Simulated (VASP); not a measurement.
# Ti: single point with r2SCAN

Ti:

```xyz
1
Lattice="0.0000 2.0132 2.0132 2.0132 0.0000 2.0132 2.0132 2.0132 0.0000" Properties=species:S:1:pos:R:3 pbc="T T T"
Ti    0.0000    0.0000    0.0000
```

This cell differs from its parent crystal: volume scaled by 0.94.

```yaml
Program: VASP 6.6.1
Task: single point
Functional: r2SCAN
Potentials_or_basis: VASP PAW PBE potentials, release 64 (Ti_sv)
Cutoff: 520 eV
k_mesh: 18 × 18 × 18
Occupations: gaussian, width 0.1 eV
Spin: no spin polarisation
```

```
Pressure               : 8.1 GPa
Band gap on the k mesh : zero (band 6 reaches 9.96 eV, above the bottom of band 7 at 8.46 eV)
```

Levels at points of the mesh, in eV from the Fermi level:
```csv
k point,band 3,band 4,band 5,band 6,band 7,band 8,band 9,band 10
"(0.00, 0.00, 0.00)",-33.65,-33.65,-6.61,1.04,1.04,1.04,2.99,2.99
"(0.50, 0.00, 0.00)",-33.76,-33.76,-2.86,0.62,0.95,0.95,4.12,4.12
"(0.50, 0.50, 0.00)",-33.95,-33.95,-2.89,-1.96,3.12,4.18,4.39,4.39
```

Wall time 59 s on 1 thread of Intel(R) Xeon(R) 6975P-C (Granite Rapids), on a shared host, peak memory 0.17 GiB.

Caveat: the PAW data sets were made with another functional, which shifts forces and pressure a little.
